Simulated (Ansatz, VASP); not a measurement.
# One calculation of GaAs5, two programs

```
Ga As
1.0
     6.20142    0.00000    0.00000
     0.00000    6.20142    0.00000
     0.00000    0.00000    4.94920
Ga As
1 5
Direct
  0.00000 0.00000 0.00000
  0.30505 0.30505 0.00000
  0.69495 0.69495 0.00000
  0.30505 0.69495 0.00000
  0.69495 0.30505 0.00000
  0.00000 0.00000 0.50000
```

Alike in both runs: functional PBE; k mesh 4 × 4 × 4; occupations gaussian, width 0.1 eV; no spin polarisation.

Ansatz relaxed the structure, and its values are those at the end. VASP's run is a single point on that final structure, the one shown.

|  | VASP | Ansatz |
| --- | --- | --- |
| version | VASP 6.6.1 | Ansatz 0.2.0 |
| potentials or method | VASP PAW PBE potentials, release 64 (Ga_d, As_d), cutoff 600 eV | scalar-relativistic, plane waves, PAW |
| valence electrons in the cell | 88 | 88 |

|  | VASP | Ansatz | Ansatz less VASP |
| --- | --- | --- | --- |
| gap on the k mesh at the Fermi level (eV) | none | none | - |
| pressure (GPa) | 0.1 | 0.1 | -0.02 |

A gap of «none» marks a metal or a gap that the smearing closes. The functional is the same, so the differences come from potentials, cutoffs and numerics.
